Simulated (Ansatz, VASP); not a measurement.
# Zr: VASP beside Ansatz

INCAR

```
  ALGO = Fast
  EDIFF = 1E-6
  ENCUT = 520
  GGA = PE
  ISIF = 2
  ISMEAR = 0
  LASPH = T
  LCHARG = T
  LELF = T
  LREAL = F
  LVHAR = T
  LWAVE = F
  NBANDS = 19
  NELM = 100
  PREC = Accurate
  SIGMA = 0.15
```

File KPOINTS:

```
k-points
0
Gamma
  18 18 10
```

POSCAR

```
Zr
1.0
    3.2319982225      0.0000000000      0.0000000000
   -1.6159991112      2.7989925657      0.0000000000
    0.0000000000      0.0000000000      5.1470000000
Zr
2
Direct
    0.4405147541      0.8810295083      0.2500000000
    0.6666666667      0.3333333333      0.7500000000
```

Input for Ansatz:

```yaml
crystal:
  lattice:
    - [3.2319982225, 0.0, 0.0]
    - [-1.6159991112, 2.7989925657, 0.0]
    - [0.0, 0.0, 5.147]
  atoms:
    - { symbol: Zr, position: [0.4405147541, 0.8810295083, 0.25] }
    - { symbol: Zr, position: [0.6666666667, 0.3333333333, 0.75] }
basis:
  ecutwfc: 420
kpoints:
  mp_grid: { grid: [18, 18, 10] }
hamiltonian:
  xc: pbe
scf:
  occupations: { method: gaussian, width: 0.15 }
output:
  forces: true
  stress: true
  eigenvalues: true
  write_density: true
  write_potential: true
  elf: true
  volumetric_format: npy
```

Alike in both runs: task single point; functional PBE; k mesh 18 × 18 × 10; occupations gaussian, width 0.15 eV; no spin polarisation.

```csv
,VASP,Ansatz
version,VASP 6.6.1,Ansatz 0.2.0
potentials or method,"VASP PAW PBE potentials, release 64 (Zr_sv), cutoff 520 eV","scalar-relativistic, plane waves, PAW"
valence electrons in the cell,24,24
```

Ansatz gave:

| Property | Result |
| --- | --- |
| gap on the k mesh at the Fermi level (eV) | none |
| pressure (GPa) | -0.9 |
| traceless stress, the component that is largest in VASP (GPa) | -4.51 |
| rms of the force components (eV/Å) | 0.385 |

**Question.** Which values does VASP return?

**Answer.** gap on the k mesh at the Fermi level (eV): none; pressure (GPa): -0.9; traceless stress, the component that is largest in VASP (GPa): -4.53; rms of the force components (eV/Å): 0.388.

Atom by atom the forces differ by 0.003 eV/Å (rms over components). A gap of «none» marks a metal or a gap that the smearing closes.
